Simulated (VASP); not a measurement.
Runs of VASP 6.6.1 on NaCaI3. The structure is that of space group Pm-3m (No. 221), or close to it. The cells are those of the table. 

```csv
level,cell,k mesh,smearing,grid for exact exchange (PRECFOCK),screening parameter,gap on the mesh (eV),pressure (GPa)
r2SCAN,"a = 6.126 Å, 5 atoms",4 × 4 × 4,gaussian 0.01 eV,-,-,3.07,0.0
PBE,"a = 6.065 Å, 5 atoms",4 × 4 × 4,fermi-dirac 0.02 eV,-,-,2.39,0.7
r2SCAN,"a = 6.310, b = 6.310, c = 6.064 Å, 5 atoms",4 × 4 × 4,gaussian 0.01 eV,-,-,3.08,(a)
PBE,"a = 6.157 Å, 5 atoms",4 × 4 × 4,fermi-dirac 0.02 eV,-,-,2.40,0.0
r2SCAN,"a = 6.157 Å, 5 atoms",4 × 4 × 4,gaussian 0.01 eV,-,-,3.08,-0.2
HSE06,"a = 6.187, b = 6.126, c = 6.126 Å, 5 atoms",2 × 2 × 2,gaussian 0.01 eV,Fast,0.2079 1/Å,3.33,0.0
HSE06,"a = 6.310, b = 6.310, c = 6.064 Å, 5 atoms",2 × 2 × 2,gaussian 0.01 eV,Fast,0.2079 1/Å,3.33,-0.5
PBE,"a = 6.310, b = 6.310, c = 6.064 Å, 5 atoms",4 × 4 × 4,fermi-dirac 0.02 eV,-,-,2.39,-0.5
PBE,"a = 6.187, b = 6.126, c = 6.126 Å, 5 atoms",4 × 4 × 4,fermi-dirac 0.02 eV,-,-,2.39,(b)
PBE,"a = 6.126 Å, 5 atoms",4 × 4 × 4,fermi-dirac 0.02 eV,-,-,2.40,0.2
r2SCAN,"a = 6.065 Å, 5 atoms",4 × 4 × 4,gaussian 0.01 eV,-,-,3.06,0.6
r2SCAN,"a = 6.187, b = 6.126, c = 6.126 Å, 5 atoms",4 × 4 × 4,gaussian 0.01 eV,-,-,3.06,-0.1
```

Alike in all rows: task single point; potentials or basis VASP PAW PBE potentials, release 64 (Na_pv, Ca_sv, I); no spin polarisation; cutoff (eV) 520.

Q: Fill in the values left out.

A: (a) -0.6; (b) 0.1.

Caveats: some runs use coarse meshes; spin-orbit coupling is left out, which moves the levels of the heavy elements; the PAW data sets were made with another functional, which shifts forces and pressure a little (some runs).

A k mesh can miss the band edges, and the runs leave out spin-orbit coupling on I.
